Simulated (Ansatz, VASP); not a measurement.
# HfSnSe4 in VASP and in Ansatz

```xyz
6
Lattice="4.7256 0.0000 0.0000 0.0000 4.7256 0.0000 0.0000 0.0000 6.7463" Properties=species:S:1:pos:R:3 pbc="T T T"
Hf    0.0000    0.0000    0.0000
Sn    2.3628    2.3628    3.3732
Se    2.3628    0.0000    5.2105
Se    0.0000    2.3628    1.5358
Se    2.3628    0.0000    1.5358
Se    0.0000    2.3628    5.2105
```

Change from the starting cell: species swapped into the NaYF4 type (P4/mmm, No. 123).

Alike in both runs: task relaxation of cell and atoms; functional PBE; k mesh 8 × 8 × 6; occupations gaussian, width 0.1 eV; no spin polarisation.

|  | VASP | Ansatz |
| --- | --- | --- |
| version | VASP 6.6.1 | Ansatz 0.2.0 |
| potentials or method | VASP PAW PBE potentials, release 64 (Hf_pv, Sn_d, Se), cutoff 600 eV | scalar-relativistic, plane waves, PAW |
| valence electrons in the cell | 48 | 104 |

Ansatz gave:

* gap on the k mesh at the Fermi level, each at its own relaxed structure (eV): none
* relaxed volume (Å³/atom): 25.28
* relaxed length of the cell vector where the two differ most in proportion (Å): 7.048

Task: What did VASP give for the same quantities?

Result: gap on the k mesh at the Fermi level, each at its own relaxed structure (eV): none; relaxed volume (Å³/atom): 25.23; relaxed length of the cell vector where the two differ most in proportion (Å): 7.040.

A gap of «none» marks a metal or a gap that the smearing closes. VASP's potentials hold 48 valence electrons a cell and Ansatz's 104, so a difference there can come from the potentials and not from the codes.

Spin-orbit coupling is off throughout.
